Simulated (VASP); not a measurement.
# Si3C2 (P-3m1) in VASP: further runs, part 2 of 2

VASP 6.6.1. The steps go on from the part before.

## 3. Single point, PBE

This run uses another cell than the first one, of 14.24 Å³/atom, 1.043 times its volume.

Input file INCAR:

```
SYSTEM = Si3C2
PREC = Accurate
ENCUT = 520
EDIFF = 1E-6
ISMEAR = 0
SIGMA = 0.1
LREAL = .FALSE.
LASPH = .TRUE.
NELM = 100
ALGO = Normal
ISIF = 2
LWAVE = .FALSE.
LCHARG = .TRUE.
GGA = PE
LELF = .TRUE.
LVHAR = .TRUE.
NBANDS = 31
```

Input file KPOINTS:

```
regular mesh
0
G
  6 6 1
  0 0 0
```

Input file POSCAR:

```
Si3C2
1.0
    2.6702897000      0.0000000000      0.0000000000
   -1.3351448500      2.3125387100      0.0000000000
    0.0000000000      0.0000000000     23.0654654800
Si C
6 4
Direct
    0.3333333300      0.6666666700      0.7500000000
    0.3333333300      0.6666666700      0.9500000000
    0.3333333300      0.6666666700      0.1500000000
    0.6666666700      0.3333333300      0.8500000000
    0.6666666700      0.3333333300      0.0500000000
    0.6666666700      0.3333333300      0.2500000000
    0.3333333300      0.6666666700      0.3500000000
    0.3333333300      0.6666666700      0.5500000000
    0.6666666700      0.3333333300      0.4500000000
    0.6666666700      0.3333333300      0.6500000000
```

Potentials or basis: VASP PAW PBE potentials, release 64 (Si, C).

Launch:

```console
$ cat potpaw_PBE.64/Si/POTCAR potpaw_PBE.64/C/POTCAR > POTCAR
$ mpirun -np 1 vasp_std > vasp.out
```

OUTCAR:

```text
SYSTEM = Si3C2
   PREC = Accurate
   ENCUT = 520
   EDIFF = 1E-6
   ISMEAR = 0
   LREAL = .FALSE.
   LASPH = .TRUE.
   NELM = 100
   ISIF = 2
   GGA = PE

 ion  position               nearest neighbor table
   1  0.333  0.667  0.750-   4 2.77   4 2.77   4 2.77
   2  0.333  0.667  0.950-   5 2.77   4 2.77   5 2.77   4 2.77   5 2.77   4 2.77
   3  0.333  0.667  0.150-   5 2.77   6 2.77   5 2.77   6 2.77   5 2.77   6 2.77
   4  0.667  0.333  0.850-   1 2.77   2 2.77   1 2.77   2 2.77   1 2.77   2 2.77
   5  0.667  0.333  0.050-   2 2.77   3 2.77   2 2.77   3 2.77   2 2.77   3 2.77
[... 442 lines left out ...]
  external PRESSURE =    -115.2973181 kB  Pullay stress =       0.0000000 kB

 VOLUME and BASIS-vectors are now :
 -----------------------------------------------------------------------------
  energy-cutoff  :      520.00
  volume of cell :      142.43
      direct lattice vectors                 reciprocal lattice vectors
     2.670289700  0.000000000  0.000000000     0.374491202  0.216212597  0.000000000
    -1.335144850  2.312538710  0.000000000     0.000000000  0.432425194  0.000000000
     0.000000000  0.000000000 23.065465480     0.000000000  0.000000000  0.043354859

 POSITION                                       TOTAL-FORCE (eV/Angst)
 -----------------------------------------------------------------------------------
     -0.00000      1.54169     17.29910        -0.000000     -0.000000     -1.191719
     -0.00000      1.54169     21.91219        -0.000000      0.000000     -0.193363
     -0.00000      1.54169      3.45982         0.000000      0.000000     -0.183000
      1.33514      0.77085     19.60565        -0.000000     -0.000000      0.183000
      1.33514      0.77085      1.15327         0.000000     -0.000000      0.193363
      1.33514      0.77085      5.76637        -0.000000      0.000000      1.191719
     -0.00000      1.54169      8.07291        -0.000000      0.000000     -0.119938
     -0.00000      1.54169     12.68601         0.000000      0.000000      0.040432
      1.33514      0.77085     10.37946         0.000000     -0.000000     -0.040432
      1.33514      0.77085     14.99255         0.000000      0.000000      0.119938
 -----------------------------------------------------------------------------------
    total drift:                                0.000000     -0.000000      0.000000

  FREE ENERGIE OF THE ION-ELECTRON SYSTEM (eV)
  ---------------------------------------------------
  free  energy   TOTEN  =       -44.3117138867 eV

  energy  without entropy=      -44.2839037915  energy(sigma->0) =      -44.29780884
```

OSZICAR:

```text
N       E                     dE             d eps       ncg     rms          rms(c)
DAV:   1     0.866114572507E+02    0.86611E+02   -0.16677E+04   434   0.111E+03
DAV:   2    -0.356495393414E+02   -0.12226E+03   -0.11464E+03   522   0.167E+02
DAV:   3    -0.444604352743E+02   -0.88109E+01   -0.83367E+01   620   0.352E+01
DAV:   4    -0.447328266700E+02   -0.27239E+00   -0.26716E+00   581   0.610E+00
DAV:   5    -0.447436878089E+02   -0.10861E-01   -0.10822E-01   628   0.109E+00    0.722E+00
DAV:   6    -0.550078814057E+02   -0.10264E+02   -0.45350E+01   696   0.219E+01    0.143E+01
DAV:   7    -0.440871041728E+02    0.10921E+02   -0.44328E+01   718   0.226E+01    0.426E+00
DAV:   8    -0.445938908394E+02   -0.50679E+00   -0.62486E+00   598   0.690E+00    0.261E+00
DAV:   9    -0.443715220421E+02    0.22237E+00   -0.69284E-01   652   0.376E+00    0.107E+00
DAV:  10    -0.443239884990E+02    0.47534E-01   -0.19614E-01   614   0.171E+00    0.659E-01
DAV:  11    -0.443185024896E+02    0.54860E-02   -0.34437E-02   639   0.801E-01    0.475E-01
DAV:  12    -0.443139624891E+02    0.45400E-02   -0.78563E-03   613   0.375E-01    0.314E-01
DAV:  13    -0.443116415898E+02    0.23209E-02   -0.75035E-03   692   0.327E-01    0.101E-01
DAV:  14    -0.443117285347E+02   -0.86945E-04   -0.18109E-03   551   0.189E-01    0.483E-02
DAV:  15    -0.443117242990E+02    0.42357E-05   -0.10209E-04   588   0.440E-02    0.357E-02
DAV:  16    -0.443117191598E+02    0.51392E-05   -0.11908E-05   561   0.140E-02    0.212E-02
DAV:  17    -0.443117136460E+02    0.55138E-05   -0.20276E-05   567   0.172E-02    0.618E-03
DAV:  18    -0.443117138867E+02   -0.24073E-06   -0.16919E-06   353   0.600E-03
   1 F= -.44311714E+02 E0= -.44297809E+02  d E =-.278101E-01
```

stdout:

```text
POSCAR found type information on POSCAR SiC
 POSCAR found :  2 types and      10 ions
 scaLAPACK will be used
 LDA part: xc-table for (Slater+PW92), standard interpolation
 POSCAR, INCAR and KPOINTS ok, starting setup
 FFT: planning ... GRIDC
 FFT: planning ... GRID_SOFT
 FFT: planning ... GRID
 WAVECAR not read
 entering main loop
```

It took 50 s on 1 thread of Intel Xeon Platinum 8559C (Emerald Rapids), shared host; peak memory 0.24 GiB.

What came out:

- Free energy: -44.3117 eV
- Pressure: -11.5 GPa
- Largest force: 1.192 eV/Å
- Band gap on the k mesh: zero (band 20 reaches 10.15 eV, above the bottom of band 21 at 4.94 eV)

Forces on the atoms (eV/Å):
```
Si   0.000  0.000 -1.192
Si   0.000  0.000 -0.193
Si   0.000  0.000 -0.183
Si   0.000  0.000  0.183
Si   0.000  0.000  0.193
Si   0.000  0.000  1.192
C    0.000  0.000 -0.120
C    0.000  0.000  0.040
C    0.000  0.000 -0.040
C    0.000  0.000  0.120
```

Stress tensor (GPa, compression positive):
```
-11.65   0.00   0.00
  0.00 -11.65   0.00
  0.00   0.00 -11.29
```

Levels at points of the mesh, in eV from the Fermi level:
| k point | band 17 | band 18 | band 19 | band 20 | band 21 | band 22 | band 23 | band 24 |
| --- | --- | --- | --- | --- | --- | --- | --- | --- |
| (0.00, 0.00, 0.00) | 1.75 | 3.52 | 3.52 | 3.54 | 3.68 | 3.68 | 3.86 | 3.86 |
| (0.50, 0.00, 0.00) | -2.84 | -2.77 | -2.13 | -1.89 | -0.93 | 0.42 | 0.68 | 0.94 |

Caveat: the k points lie up to 0.45 Å⁻¹ apart; forces of over 1 eV/Å act on the atoms, so gaps and moduli don't describe the material at rest.

## 4. Relaxation of cell and atoms, PBE

This run uses another cell than the first one, of 14.24 Å³/atom, 1.043 times its volume.

Input file INCAR:

```
ALGO = Normal ; EDIFF = 1E-6
EDIFFG = -0.04 ; ENCUT = 600
GGA = PE ; IBRION = 2
ISIF = 3 ; ISMEAR = 0
LASPH = T ; LCHARG = F
LREAL = F ; LWAVE = F
NELM = 80 ; NSW = 90
PREC = Accurate ; SIGMA = 0.1
```

Input file KPOINTS:

```
k-points
0
Gamma
  6 6 1
```

POSCAR is that of step 3.

Potentials or basis: VASP PAW PBE potentials, release 64 (Si, C).

Launch:

```console
$ cat potpaw_PBE.64/Si/POTCAR potpaw_PBE.64/C/POTCAR > POTCAR
$ mpirun -np 1 vasp_std > vasp.out
```

OUTCAR:

```text
EDIFF = 1E-6
   EDIFFG = -0.04
   ENCUT = 600
   GGA = PE
   IBRION = 2
   ISIF = 3
   ISMEAR = 0
   LASPH = T
   LREAL = F
   NELM = 80
   NSW = 90
   PREC = Accurate

 ion  position               nearest neighbor table
   1  0.333  0.667  0.750-   4 2.77   4 2.77   4 2.77
   2  0.333  0.667  0.950-   5 2.77   4 2.77   5 2.77   4 2.77   5 2.77   4 2.77
   3  0.333  0.667  0.150-   5 2.77   6 2.77   5 2.77   6 2.77   5 2.77   6 2.77
   4  0.667  0.333  0.850-   1 2.77   2 2.77   1 2.77   2 2.77   1 2.77   2 2.77
   5  0.667  0.333  0.050-   2 2.77   3 2.77   2 2.77   3 2.77   2 2.77   3 2.77
   6  0.667  0.333  0.250-   3 2.77   3 2.77   3 2.77
   7  0.333  0.667  0.350-
   8  0.333  0.667  0.550-
   9  0.667  0.333  0.450-
  10  0.667  0.333  0.650-

  LATTYP: Found a hexagonal cell.
 ALAT       =     2.6702897000
 C/A-ratio  =     8.6378138971

  Lattice vectors:

 A1 = (   2.6702897000,   0.0000000000,   0.0000000000)
[... 514 lines left out ...]
     25      11.8310      0.00000
     26      14.5528      0.00000

[... ionic steps 4 to 54 ...]

--------------------------------------- Ionic step       55  -------------------------------------------

 number of electron      39.9999999 magnetization

------------------------ aborting loop because EDIFF is reached ----------------------------------------
[... 83 lines left out ...]
--------------------------------------- Ionic step       57  -------------------------------------------

 number of electron      39.9999998 magnetization

 Free energy of the ion-electron system (eV)
  ---------------------------------------------------
  ext. energy  EPLUGINS =         0.00000000
  ---------------------------------------------------
  free energy    TOTEN  =       -63.43654846 eV

  energy without entropy =      -63.42947253  energy(sigma->0) =      -63.43301049

 E-fermi :   9.4769     XC(G=0): -11.4702

 val. band max:        9.2194402998   @ k =   0.1667   0.1667   0.0000
 cond. band min:       9.4802270612   @ k =   0.3333   0.3333   0.0000
 fundamental gap:      0.2607867613
 Fermi energy:         9.4769439679

 k-point     1 :       0.0000    0.0000    0.0000
  band No.  band energies     occupation
      1      -8.8631      2.00000
      2      -6.8829      2.00000
      3      -5.1147      2.00000
      4      -3.9639      2.00000
      5      -3.6696      2.00000
      6      -1.4093      2.00000
[... 229 lines left out ...]
  FREE ENERGIE OF THE ION-ELECTRON SYSTEM (eV)
  ---------------------------------------------------
  free  energy   TOTEN  =       -63.4365484619 eV

  energy  without entropy=      -63.4294725270  energy(sigma->0) =      -63.43301049

 reached required accuracy - stopping structural energy minimisation
```

CONTCAR:

```text
Si3C2
   1.00000000000000
     2.8624475145362283   -0.0000000000000011    0.0000000000000000
    -1.4312237572681146    2.4789522581967467    0.0000000000000001
     0.0000000000000000    0.0000000000000002   15.7877811220105944
  Si              C
     6     4
Direct
     0.3333333300000021    0.6666666699999979    0.6694953927148026
     0.3333333300000021    0.6666666699999979    0.9275885436976140
     0.3333333300000021    0.6666666699999979    0.1965829615415187
     0.6666666699999979    0.3333333300000021    0.8034170384584810
     0.6666666699999979    0.3333333300000021    0.0724114563023863
     0.6666666699999979    0.3333333300000021    0.3305046072851971
     0.3333333300000021    0.6666666699999979    0.3864708307916318
     0.3333333300000021    0.6666666699999979    0.4815254790937498
     0.6666666699999979    0.3333333300000021    0.5184745209062500
     0.6666666699999979    0.3333333300000021    0.6135291692083681

  0.00000000E+00  0.00000000E+00  0.00000000E+00
  0.00000000E+00  0.00000000E+00  0.00000000E+00
  0.00000000E+00  0.00000000E+00  0.00000000E+00
  0.00000000E+00  0.00000000E+00  0.00000000E+00
  0.00000000E+00  0.00000000E+00  0.00000000E+00
  0.00000000E+00  0.00000000E+00  0.00000000E+00
  0.00000000E+00  0.00000000E+00  0.00000000E+00
  0.00000000E+00  0.00000000E+00  0.00000000E+00
  0.00000000E+00  0.00000000E+00  0.00000000E+00
  0.00000000E+00  0.00000000E+00  0.00000000E+00
```

Wall time 26 min (1 thread of Intel Xeon Platinum 8559C (Emerald Rapids), shared host); peak memory 0.34 GiB.

Results:

```
Free energy                            : -63.4365 eV
Relaxed volume                         : 11.20 Å³/atom
Relaxed cell                           : a = 2.862 Å, b = 2.862 Å, c = 15.788 Å, α = 90.00°, β = 90.00°, γ = 120.00°
Space group after relaxing (to 0.05 Å) : P-3m1 (No. 164)
Energy gained by relaxing              : 1921.9 meV/atom
Ionic steps                            : 57
Pressure after relaxing                : 0.0 GPa
Largest force after relaxing           : 0.035 eV/Å
Band gap on the k mesh                 : zero (band 20 reaches 13.38 eV, above the bottom of band 21 at 7.93 eV)
```

Forces on the atoms (eV/Å):
```
Si   0.000  0.000 -0.026
Si   0.000  0.000 -0.013
Si   0.000  0.000  0.022
Si   0.000  0.000 -0.022
Si   0.000  0.000  0.013
Si   0.000  0.000  0.026
C    0.000  0.000  0.035
C    0.000  0.000  0.010
C    0.000  0.000 -0.010
C    0.000  0.000 -0.035
```

Stress tensor (GPa, compression positive):
```
-0.29  0.00  0.00
 0.00 -0.29  0.00
 0.00  0.00  0.44
```

Step by step:
| step | energy change (eV) | largest force (eV/Å) | pressure (GPa) | volume (Å³) |
| --- | --- | --- | --- | --- |
| 1 | 0.0000 | 1.1233 | -11.77 | 142.43 |
| 3 | -1.1841 | 1.7054 | 1.68 | 117.88 |
| 5 | -2.6201 | 1.6531 | 5.23 | 112.90 |
| 7 | -2.7597 | 2.2775 | 15.08 | 109.08 |
| 9 | -2.9169 | 2.2695 | 11.76 | 109.89 |
| 11 | -3.4968 | 1.9991 | 10.66 | 112.75 |
| 13 | -6.8857 | 1.8770 | 12.70 | 125.48 |
| 15 | -6.9871 | 1.6093 | 10.55 | 125.80 |
| 17 | -7.3144 | 1.6080 | 11.11 | 128.58 |
| 19 | -8.0334 | 1.4798 | 0.95 | 139.14 |
| 21 | -8.6817 | 0.8077 | -7.07 | 138.57 |
| 23 | -8.8860 | 3.1136 | -12.69 | 137.10 |
| 25 | -9.8070 | 4.7933 | -12.35 | 132.82 |
| 27 | -11.1148 | 5.0153 | 4.22 | 115.87 |
| 29 | -11.8437 | 6.0496 | 10.39 | 112.32 |
| 31 | -14.7176 | 4.8428 | -1.49 | 116.23 |
| 33 | -15.3275 | 3.1925 | -4.67 | 119.85 |
| 35 | -16.8000 | 2.2842 | 2.12 | 114.85 |
| 37 | -16.9162 | 2.3465 | 5.53 | 113.13 |
| 39 | -18.0004 | 1.9565 | -1.99 | 115.48 |
| 41 | -18.3102 | 1.4509 | -1.95 | 115.03 |
| 43 | -18.5130 | 1.4882 | 0.32 | 113.51 |
| 45 | -18.7677 | 1.6712 | -0.29 | 113.36 |
| 47 | -18.8954 | 0.8882 | -1.66 | 113.53 |
| 49 | -19.0669 | 1.0708 | -0.21 | 112.18 |
| 51 | -19.1739 | 0.4301 | 1.74 | 110.81 |
| 53 | -19.2002 | 0.3647 | -0.30 | 111.93 |
| 55 | -19.2150 | 0.3294 | -0.11 | 112.06 |
| 57 | -19.2192 | 0.0351 | -0.05 | 112.03 |

Final structure:
```yaml
crystal:
  lattice:
    - [2.86245, 0.00000, 0.00000]
    - [-1.43122, 2.47895, 0.00000]
    - [0.00000, 0.00000, 15.78778]
  atoms:
    - { symbol: Si, position: [0.33333, 0.66667, 0.66950] }
    - { symbol: Si, position: [0.33333, 0.66667, 0.92759] }
    - { symbol: Si, position: [0.33333, 0.66667, 0.19658] }
    - { symbol: Si, position: [0.66667, 0.33333, 0.80342] }
    - { symbol: Si, position: [0.66667, 0.33333, 0.07241] }
    - { symbol: Si, position: [0.66667, 0.33333, 0.33050] }
    - { symbol: C, position: [0.33333, 0.66667, 0.38647] }
    - { symbol: C, position: [0.33333, 0.66667, 0.48153] }
    - { symbol: C, position: [0.66667, 0.33333, 0.51847] }
    - { symbol: C, position: [0.66667, 0.33333, 0.61353] }
```

Levels at points of the mesh, in eV from the Fermi level:
| k point | band 17 | band 18 | band 19 | band 20 | band 21 | band 22 | band 23 | band 24 |
| --- | --- | --- | --- | --- | --- | --- | --- | --- |
| (0.00, 0.00, 0.00) | 0.87 | 1.17 | 3.08 | 3.90 | 4.91 | 4.91 | 6.49 | 6.49 |
| (0.50, 0.00, 0.00) | -2.56 | -2.55 | -1.52 | -1.21 | -0.32 | 2.10 | 2.20 | 2.28 |

Caveat: the k points lie up to 0.42 Å⁻¹ apart in the final cell; the volume moved by over 15 % at a fixed basis, so the end points are rough.

## 5. Overview

| task | cell | cutoff (eV) | gap on the mesh (eV) | pressure (GPa) | largest force (eV/Å) |
| --- | --- | --- | --- | --- | --- |
| single point | a = 2.513, b = 2.513, c = 24.979 Å, angles 90.0, 90.0, 120.0°, 10 atoms | 520 | none | 0.1 | - |
| single point | a = 2.670, b = 2.670, c = 23.065 Å, angles 90.0, 90.0, 120.0°, 10 atoms | 520 | none | -11.5 | 1.19 |
| relaxation of cell and atoms | relaxed from a = 2.670, b = 2.670, c = 23.065 Å, angles 90.0, 90.0, 120.0°, 10 atoms | 600 | none | 0.0 | 0.04 |

Alike in all rows: level PBE; potentials or basis VASP PAW PBE potentials, release 64 (Si, C); no spin polarisation; k mesh 6 × 6 × 1; smearing gaussian 0.1 eV.

Caveats: all runs use coarse meshes; forces of over 1 eV/Å act on the atoms, so gaps and moduli don't describe the material at rest (some runs); the volume moved by over 15 % at a fixed basis, so the end points are rough (some runs).

Absolute energies hang on the potentials; compare differences alone.
